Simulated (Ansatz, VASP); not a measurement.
Two plane-wave programs on CoO

```
CELL_PARAMETERS angstrom
-1.50800 1.50800 2.10725
1.50800 -1.50800 2.10725
1.50800 1.50800 -2.10725
ATOMIC_POSITIONS crystal
Co 0.00617 0.99153 0.99110
O 0.48224 0.49569 0.97574
```

Alike in both runs: task single point; functional PBEsol; k mesh 6 × 6 × 6; collinear spin.

|  | VASP | Ansatz |
| --- | --- | --- |
| version | VASP 6.6.1 | Ansatz 0.2.0 |
| potentials or method | VASP PAW PBE potentials, release 64 (Co, O) | plane waves, PAW |
| plane-wave cutoff (eV) | 520 | 420 |
| occupations | fermi-dirac, width 0.1 eV | fermi-dirac |
| valence electrons in the cell | 15 | 23 |

Ansatz gave:

```
rms of the force components (eV/Å)                            : 0.021
net moment per atom (μB)                                      : 1.41
size of the moment on the site where the two differ most (μB) : 2.39
```

Q: What did VASP give for the same quantities?

A: rms of the force components (eV/Å): 0.022; net moment per atom (μB): 1.40; size of the moment on the site where the two differ most (μB): 2.47.

VASP's potentials were made for PBE, not for PBEsol. Site moments also hang on the region over which each program counts them. Atom by atom the forces differ by 0.001 eV/Å (rms over components). VASP's potentials hold 15 valence electrons a cell and Ansatz's 23, so a difference there can come from the potentials and not from the codes. Ansatz's warnings: stability check not made.

The k mesh is coarse, so the values compare programs but aren't converged.
